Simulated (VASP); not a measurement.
## NbTe: single point with PBE

Crystal: NbTe.

```
Nb Te
1.0
     3.35577    0.00000    0.00000
     0.00000    3.35577    0.00000
     0.00000    0.00000    3.35577
Nb Te
1 1
Direct
  0.50000 0.50000 0.50000
  0.00000 0.00000 0.00000
```

- Program: VASP 6.6.1
- Task: single point
- Functional: PBE
- Potentials or basis: VASP PAW PBE potentials, release 64 (Nb_sv, Te)
- Cutoff: 520 eV
- k mesh: 8 × 8 × 8
- Occupations: fermi-dirac, width 0.05 eV
- Spin: no spin polarisation

* Pressure: 9.2 GPa

Levels at points of the mesh, in eV from the Fermi level:
```csv
k point,band 6,band 7,band 8,band 9,band 10,band 11,band 12,band 13
"(0.00, 0.00, 0.00)",-2.94,-2.94,-1.17,-1.17,-1.17,1.13,1.13,1.13
"(0.50, 0.00, 0.00)",-8.23,-2.98,-2.98,-2.13,1.29,2.49,4.40,5.28
"(0.50, 0.50, 0.00)",-5.79,-5.79,-2.81,-0.43,-0.43,0.77,1.47,2.72
"(0.50, 0.50, 0.50)",-6.85,-6.85,-6.85,2.14,2.14,2.14,2.85,2.85
```

It took 35 s on 1 thread of AMD EPYC 7R43 64-Core Processor (Zen 3) (shared host), peak memory 0.13 GiB.

Caveat: spin-orbit coupling is left out, which moves the levels of the heavy elements.
